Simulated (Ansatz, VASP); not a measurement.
**Be: VASP beside Ansatz**

```
CELL_PARAMETERS angstrom
0.00000 1.63511 1.63511
1.63511 0.00000 1.63511
1.63511 1.63511 0.00000
ATOMIC_POSITIONS crystal
Be 0.00000 0.00000 0.00000
```

Alike in both runs: task single point; functional RPBE; k mesh 19 × 19 × 19; occupations fermi-dirac, width 0.1 eV; no spin polarisation.

```csv
,VASP,Ansatz
version,VASP 6.6.1,Ansatz 0.2.0
potentials or method,"VASP PAW PBE potentials, release 64 (Be), cutoff 520 eV","plane waves (420 eV) with PAW, scalar-relativistic"
valence electrons in the cell,2,2
```

|  | VASP | Ansatz | Ansatz less VASP |
| --- | --- | --- | --- |
| pressure (GPa) | -7.8 | -7.8 | -0.01 |

VASP's potentials were made for PBE, not for RPBE. The functional is the same, so the differences come from potentials, cutoffs and numerics.
